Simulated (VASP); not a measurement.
# CsSnI3 (Pm-3m) in VASP: single point with r2SCAN

Aim: the single point of CsSnI3 with r2SCAN.

Program: VASP 6.6.1. These are calculated values, not measurements. Logs are shortened: lines on timing, memory, paths and dates and some standing lists are left out, and cuts for length are marked.

**1. The cell of the first run**

Symmetry: Pm-3m, No. 221, cubic system. The conventional cell has a = 6.224 Å, b = 6.224 Å, c = 6.224 Å, α = 90.00°, β = 90.00°, γ = 90.00°. Within 5.8 Å of Cs (site symmetry m-3m) lie 12 I at 4.40 Å and 8 Sn at 5.39 Å. Sn (site symmetry m-3m) has 6 I at 3.11 Å within 4.1 Å. Within 4.1 Å of I (site symmetry 4/mmm) lie 2 Sn at 3.11 Å.

**2. Single point, r2SCAN**

Contents of POSCAR:

```
CsSnI3
1.0
    6.2243573186      0.0000000000      0.0000000000
    0.0000000000      6.2243573186      0.0000000000
    0.0000000000      0.0000000000      6.2243573186
Cs Sn I
1 1 3
Direct
    0.0000000000      0.0000000000      0.0000000000
    0.5000000000      0.5000000000      0.5000000000
    0.0000000000      0.5000000000      0.5000000000
    0.5000000000      0.0000000000      0.5000000000
    0.5000000000      0.5000000000      0.0000000000
```

Contents of INCAR.step1:

```
SYSTEM = CsSnI3
  PREC = Accurate
  ENCUT = 520
  ISMEAR = 0
  SIGMA = 0.02
  LREAL = .False.
  LASPH = .True.
  NELM = 60
  NBANDS = 30
  GGA = PE
  ALGO = Normal
  EDIFF = 1E-4
  LWAVE = .True.
  LCHARG = .False.
```

Contents of INCAR.step2:

```
SYSTEM = CsSnI3
  PREC = Accurate
  ENCUT = 520
  EDIFF = 1E-7
  ISMEAR = 0
  SIGMA = 0.02
  LREAL = .False.
  LASPH = .True.
  NELM = 60
  ALGO = Normal
  ISIF = 2
  LWAVE = .False.
  LCHARG = .False.
  METAGGA = R2SCAN
  LMIXTAU = .True.
  NBANDS = 30
  ISTART = 1
```

Contents of KPOINTS:

```
Automatic mesh
0
Gamma
  6 6 6
  0 0 0
```

Potentials or basis: VASP PAW PBE potentials, release 64 (Cs_sv, Sn_d, I).

Run with:

```console
$ cat potpaw_PBE.64/Cs_sv/POTCAR potpaw_PBE.64/Sn_d/POTCAR potpaw_PBE.64/I/POTCAR > POTCAR
$ cp INCAR.step1 INCAR
$ mpirun -np 1 vasp_std > vasp.out
$ cp INCAR.step2 INCAR
$ mpirun -np 1 vasp_std > vasp.out
```

OUTCAR:

```text
SYSTEM = CsSnI3
   PREC = Accurate
   ENCUT = 520
   EDIFF = 1E-7
   ISMEAR = 0
   LREAL = .False.
   LASPH = .True.
   NELM = 60
   ISIF = 2
   METAGGA = R2SCAN
   ISTART = 1

 ion  position               nearest neighbor table
   1  0.000  0.000  0.000-
   2  0.500  0.500  0.500-   3 3.11   4 3.11   5 3.11   5 3.11   4 3.11   3 3.11
   3  0.000  0.500  0.500-   2 3.11   2 3.11
   4  0.500  0.000  0.500-   2 3.11   2 3.11
   5  0.500  0.500  0.000-   2 3.11   2 3.11

  LATTYP: Found a simple cubic cell.
 ALAT       =     6.2243573186

  Lattice vectors:

 A1 = (   6.2243573186,   0.0000000000,   0.0000000000)
 A2 = (   0.0000000000,   6.2243573186,   0.0000000000)
 A3 = (   0.0000000000,   0.0000000000,   6.2243573186)

Analysis of symmetry for initial positions (statically):
=====================================================================
 Subroutine PRICEL returns:
 Original cell was already a primitive cell.

 Routine SETGRP: Setting up the symmetry group for a
 simple cubic supercell.

 Subroutine GETGRP returns: Found 48 space group operations
 (whereof 48 operations were pure point group operations)
 out of a pool of 48 trial point group operations.

The static configuration has the point symmetry O_h .

Analysis of symmetry for dynamics (positions and initial velocities):
=====================================================================
 Subroutine PRICEL returns:
 Original cell was already a primitive cell.

 Routine SETGRP: Setting up the symmetry group for a
 simple cubic supercell.

 Subroutine GETGRP returns: Found 48 space group operations
 (whereof 48 operations were pure point group operations)
 out of a pool of 48 trial point group operations.

The dynamic configuration has the point symmetry O_h .

 Subroutine INISYM returns: Found 48 space group operations
 (whereof 48 operations are pure point group operations),
 and found     1 'primitive' translations

----------------------------------------------------------------------------------------

                                     Primitive cell

  volume of cell :     241.1479

  direct lattice vectors                    reciprocal lattice vectors
     6.224357319  0.000000000  0.000000000     0.160659157  0.000000000  0.000000000
     0.000000000  6.224357319  0.000000000     0.000000000  0.160659157  0.000000000
     0.000000000  0.000000000  6.224357319     0.000000000  0.000000000  0.160659157

  length of vectors
     6.224357319  6.224357319  6.224357319     0.160659157  0.160659157  0.160659157

  position of ions in fractional coordinates (direct lattice)
     0.000000000  0.000000000  0.000000000
     0.500000000  0.500000000  0.500000000
     0.000000000  0.500000000  0.500000000
     0.500000000  0.000000000  0.500000000
     0.500000000  0.500000000  0.000000000

  ion indices of the primitive-cell ions
   primitive index   ion index
                 1           1
                 2           2
                 3           3
                 4           4
                 5           5

----------------------------------------------------------------------------------------

 KPOINTS: Automatic mesh

Automatic generation of k-mesh.
 Grid dimensions read from file:
 generate k-points for:    6    6    6

 Generating k-lattice:

  Cartesian coordinates                     Fractional coordinates (reciprocal lattice)
     0.026776526  0.000000000  0.000000000     0.166666667  0.000000000  0.000000000
     0.000000000  0.026776526  0.000000000     0.000000000  0.166666667  0.000000000
     0.000000000  0.000000000  0.026776526     0.000000000  0.000000000  0.166666667

  Length of vectors
     0.026776526  0.026776526  0.026776526

  Shift w.r.t. Gamma in fractional coordinates (k-lattice)
     0.000000000  0.000000000  0.000000000

 Subroutine IBZKPT returns following result:
 ===========================================

 Found     20 irreducible k-points:

 Following reciprocal coordinates:
            Coordinates               Weight
  0.000000  0.000000  0.000000      1.000000
  0.166667  0.000000  0.000000      6.000000
  0.333333  0.000000  0.000000      6.000000
  0.500000  0.000000  0.000000      3.000000
  0.166667  0.166667  0.000000     12.000000
  0.333333  0.166667  0.000000     24.000000
[... 12 lines left out ...]
  0.500000  0.500000  0.333333      6.000000
  0.500000  0.500000  0.500000      1.000000
   k-points           NKPTS =     20   k-points in BZ     NKDIM =     20   number of bands    NBANDS=     30
   number of dos      NEDOS =    301   number of ions     NIONS =      5
   total plane-waves  NPLWV = 110592
   dimension x,y,z NGX =    48 NGY =   48 NGZ =   48
   dimension x,y,z NGXF=    96 NGYF=   96 NGZF=   96
   ions per type =               1   1   3
   NGX,Y,Z   is equivalent  to a cutoff of  12.82, 12.82, 12.82 a.u.
   NGXF,Y,Z  is equivalent  to a cutoff of  25.64, 25.64, 25.64 a.u.
 SYSTEM =  CsSnI3
   PREC   = accura    normal or accurate (medium, high low for compatibility)
   ISTART =      1    job   : 0-new  1-cont  2-samecut
   ICHARG =      0    charge: 1-file 2-atom 10-const
   ISPIN  =      1    spin polarized calculation?
   LNONCOLLINEAR =      F non collinear calculations
   LSORBIT =      F    spin-orbit coupling
   LASPH  =      T    aspherical Exc in radial PAW
   ENCUT  =  520.0 eV  38.22 Ry    6.18 a.u.  11.57 11.57 11.57*2*pi/ulx,y,z
   NELM   =     60;   NELMIN=  2; NELMDL=  0     # of ELM steps
   EDIFF  = 0.1E-06   stopping-criterion for ELM
   LREAL  =      F    real-space projection
   EDIFFG = 0.1E-05   stopping-criterion for IOM
   NSW    =      0    number of steps for IOM
   IBRION =     -1    ionic relax: 0-MD 1-quasi-New 2-CG
   NFREE  =      0    steps in history (QN), initial steepest desc. (CG)
   ISIF   =      2    stress and relaxation
   ISYM   =      2    0-nonsym 1-usesym 2-fastsym
   POTIM  = 0.5000    time-step for ionic-motion
   TEBEG  =    0.0;   TEEND  =   0.0 temperature during run
   PSTRESS=    0.0 pullay stress
   NELECT =      44.0000    total number of electrons
   NUPDOWN=      -1.0000    fix difference up-down
   EMIN   =  10.00;   EMAX   =-10.00  energy-range for DOS
   EFERMI =   0.00;   METHOD = LEGACY
   ISMEAR =     0;   SIGMA  =   0.02  broadening in eV -4-tet -1-fermi 0-gaus
   EFERMI_NEDOS =   21; number of points for ismear=-14 and -15
   IALGO  =     38    algorithm
   IMIX   =      4    mixing-type and parameters
     AMIX     =   0.40;   BMIX     =  1.00
     AMIX_MAG =   1.60;   BMIX_MAG =  1.00
  volume/ion in A,a.u.               =      48.23       325.47
  Fermi-wavevector in a.u.,A,eV,Ry     =   0.928534  1.754675 11.730612  0.862176
  Thomas-Fermi vector in A             =   2.054721
   LORBIT       =      0    0 simple, 1 ext, 2 COOP (PROOUT), +10 PAW based schemes
   METAGGA = R2SCAN    functional components
   LHFCALC =     F    Hartree Fock is set to
   AEXX    =    0.0000 exact exchange contribution
   IVDW    =     0    specifies the selected vdW correction
   LEPSILON=     F    determine dielectric tensor
   LRPA    =     F    only Hartree local field effects (RPA)
 non-spin polarized calculation
 Gauss-broadening in eV      SIGMA  =   0.02
  energy-cutoff  :      520.00
  volume of cell :      241.15
 maximum number of plane-waves:      6515
 NGX is ok and might be reduce to    48
   NGX = 23   NGY = 23   NGZ = 23

 number of electron      43.9999981 magnetization

 Free energy of the ion-electron system (eV)
  ---------------------------------------------------
  ext. energy  EPLUGINS =         0.00000000
  ---------------------------------------------------
  free energy    TOTEN  =      -128.69118547 eV

  energy without entropy =     -128.69118547  energy(sigma->0) =     -128.69118547

 E-fermi :   2.8944     XC(G=0):  -7.8680

 val. band max:        2.7396109656   @ k =   0.5000   0.5000   0.5000
 cond. band min:       3.2024379969   @ k =   0.5000   0.5000   0.5000
 fundamental gap:      0.4628270313
 Fermi energy:         2.8944261582

 k-point     1 :       0.0000    0.0000    0.0000
  band No.  band energies     occupation
      1     -20.3552      2.00000
      2     -20.1737      2.00000
      3     -20.1737      2.00000
      4     -20.1476      2.00000
      5     -20.1476      2.00000
      6     -20.1476      2.00000
[... 22 lines left out ...]
     29       7.6785      0.00000
     30       7.6785      0.00000

 k-point     2 :       0.1667    0.0000    0.0000
  band No.  band energies     occupation
      1     -20.3551      2.00000
      2     -20.1737      2.00000
      3     -20.1733      2.00000
      4     -20.1477      2.00000
      5     -20.1477      2.00000
      6     -20.1477      2.00000
[... 22 lines left out ...]
     29       6.7176      0.00000
     30       7.6226      0.00000

 k-point     3 :       0.3333    0.0000    0.0000
  band No.  band energies     occupation
      1     -20.3549      2.00000
      2     -20.1737      2.00000
      3     -20.1724      2.00000
      4     -20.1478      2.00000
      5     -20.1478      2.00000
      6     -20.1477      2.00000
[... 22 lines left out ...]
     29       7.2015      0.00000
     30       7.7284      0.00000

 k-point     4 :       0.5000    0.0000    0.0000
  band No.  band energies     occupation
      1     -20.3548      2.00000
      2     -20.1737      2.00000
      3     -20.1720      2.00000
      4     -20.1478      2.00000
      5     -20.1478      2.00000
      6     -20.1477      2.00000
[... 484 lines left out ...]
     29       7.3796      0.00000
     30       7.9310      0.00000

 k-point    19 :       0.5000    0.5000    0.3333
  band No.  band energies     occupation
      1     -20.3542      2.00000
      2     -20.1715      2.00000
      3     -20.1711      2.00000
      4     -20.1480      2.00000
      5     -20.1479      2.00000
      6     -20.1479      2.00000
[... 22 lines left out ...]
     29       7.2048      0.00000
     30       8.0889      0.00000

 k-point    20 :       0.5000    0.5000    0.5000
  band No.  band energies     occupation
      1     -20.3541      2.00000
      2     -20.1711      2.00000
      3     -20.1711      2.00000
      4     -20.1480      2.00000
      5     -20.1480      2.00000
      6     -20.1480      2.00000
[... 22 lines left out ...]
     29       7.0667      0.00000
     30       8.2824      0.00000

------------------------ aborting loop because EDIFF is reached ----------------------------------------

  FORCE on cell =-STRESS in cart. coord.  units (eV):
  Direction    XX          YY          ZZ          XY          YZ          ZX
  --------------------------------------------------------------------------------------
  -------------------------------------------------------------------------------------
  Total       -0.0025169     -0.0025169     -0.0025169      0.0000000      0.0000000      0.0000000
  in kB       -0.0167221     -0.0167221     -0.0167221      0.0000000      0.0000000      0.0000000
  external PRESSURE =      -0.0167221 kB  Pullay stress =       0.0000000 kB

 VOLUME and BASIS-vectors are now :
 -----------------------------------------------------------------------------
  energy-cutoff  :      520.00
  volume of cell :      241.15
      direct lattice vectors                 reciprocal lattice vectors
     6.224357319  0.000000000  0.000000000     0.160659157  0.000000000  0.000000000
     0.000000000  6.224357319  0.000000000     0.000000000  0.160659157  0.000000000
     0.000000000  0.000000000  6.224357319     0.000000000  0.000000000  0.160659157

 POSITION                                       TOTAL-FORCE (eV/Angst)
 -----------------------------------------------------------------------------------
      0.00000      0.00000      0.00000         0.000000      0.000000      0.000000
      3.11218      3.11218      3.11218         0.000000      0.000000      0.000000
      0.00000      3.11218      3.11218         0.000000      0.000000      0.000000
      3.11218      0.00000      3.11218         0.000000      0.000000      0.000000
      3.11218      3.11218      0.00000         0.000000      0.000000      0.000000
 -----------------------------------------------------------------------------------
    total drift:                                0.000000     -0.000000     -0.000000

  FREE ENERGIE OF THE ION-ELECTRON SYSTEM (eV)
  ---------------------------------------------------
  free  energy   TOTEN  =      -128.6911854697 eV

  energy  without entropy=     -128.6911854697  energy(sigma->0) =     -128.69118547
```

Wall time 6.1 min (1 thread of Intel Xeon Platinum 8488C (Sapphire Rapids), shared host); peak memory 0.45 GiB.

Results:

| Item | Value |
| --- | --- |
| Free energy | -128.6912 eV |
| Pressure | 0.0 GPa |
| Band gap on the k mesh | 0.46 eV, direct |

Caveat: the PAW data sets were made with another functional, which shifts forces and pressure a little; spin-orbit coupling is left out, which moves the levels of the heavy elements. A k mesh can miss the band edges.
